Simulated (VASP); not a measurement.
Input of a VASP 6.6.1 run:

The input INCAR:

```
ALGO = Normal ; EDIFF = 1E-6
ENCUT = 520 ; GGA = CA
GGA_COMPAT = False ; ISIF = 2
ISMEAR = -1 ; LASPH = True
LCHARG = True ; LMAXMIX = 4
LNONCOLLINEAR = True ; LORBIT = 11
LORBMOM = True ; LREAL = False
LSORBIT = True ; LVHAR = True
LWAVE = False ; MAGMOM = 0 0 0 0 0 0 0 0 0
NBANDS = 39 ; NELM = 150
PREC = Accurate ; SIGMA = 0.05
```

File KPOINTS:

```
k-points
0
Gamma
  7 7 7
```

File POSCAR:

```
MoS2
1.0
    1.5800000000      0.9122134253      6.1500000000
   -1.5800000000      0.9122134253      6.1500000000
    0.0000000000     -1.8244268506      6.1500000000
Mo S
1 2
Direct
    0.0000000000      0.0000000000      0.0000000000
    0.4170000000      0.4170000000      0.4170000000
    0.2500000000      0.2500000000      0.2500000000
```

Potentials or basis: VASP PAW LDA potentials, release 64 (Mo_sv, S).

Command:

```bash
$ cat potpaw_LDA.64/Mo_sv/POTCAR potpaw_LDA.64/S/POTCAR > POTCAR
$ mpirun -np 1 vasp_ncl > vasp.out
```

Task: What does it give for the net moment?

Result: 0.00 μB per cell.

Task: What does it give for the pressure?

Result: -2.3 GPa.

Stress tensor (GPa, compression positive):
```
-3.13  0.00  0.00
 0.00 -3.13  0.00
 0.00  0.00 -0.68
```
